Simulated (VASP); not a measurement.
A run of VASP 6.6.1 is set up as follows.

The input INCAR:

```
  ALGO = Normal
  EDIFF = 1E-6
  ENCUT = 520
  GGA = CA
  ISIF = 2
  ISMEAR = 0
  LASPH = T
  LCHARG = T
  LELF = T
  LREAL = F
  LVHAR = T
  LWAVE = F
  NBANDS = 18
  NELM = 60
  PREC = Accurate
  SIGMA = 0.05
```

The input KPOINTS:

```
k-points
0
Gamma
  9 9 6
```

Contents of POSCAR:

```
LiF
1.0
    3.0742074608      0.0000000000      0.0000000000
   -1.5371037304      2.6623417576      0.0000000000
    0.0000000000      0.0000000000      4.9605411588
Li F
2 2
Direct
    0.3333333333      0.6666666667      0.3839784076
    0.6666666667      0.3333333333      0.8839784076
    0.3333333333      0.6666666667      0.9910195924
    0.6666666667      0.3333333333      0.4910195924
```

Potentials or basis: VASP PAW LDA potentials, release 64 (Li_sv, F).

Run with:

```bash
$ cat potpaw_LDA.64/Li_sv/POTCAR potpaw_LDA.64/F/POTCAR > POTCAR
$ mpirun -np 1 vasp_std > vasp.out
```

Q: Predict the largest force.

A: 0.138 eV/Å.

Q: What does it give for the band gap on the k mesh?

A: 7.37 eV.

Forces in eV/Å, atoms in the order of the input:
```
Li   0.000  0.000 -0.138
Li   0.000  0.000 -0.138
F    0.000  0.000  0.138
F    0.000  0.000  0.138
```

Caveat: an odd mesh through Γ misses points on the zone boundary, where band edges can lie.
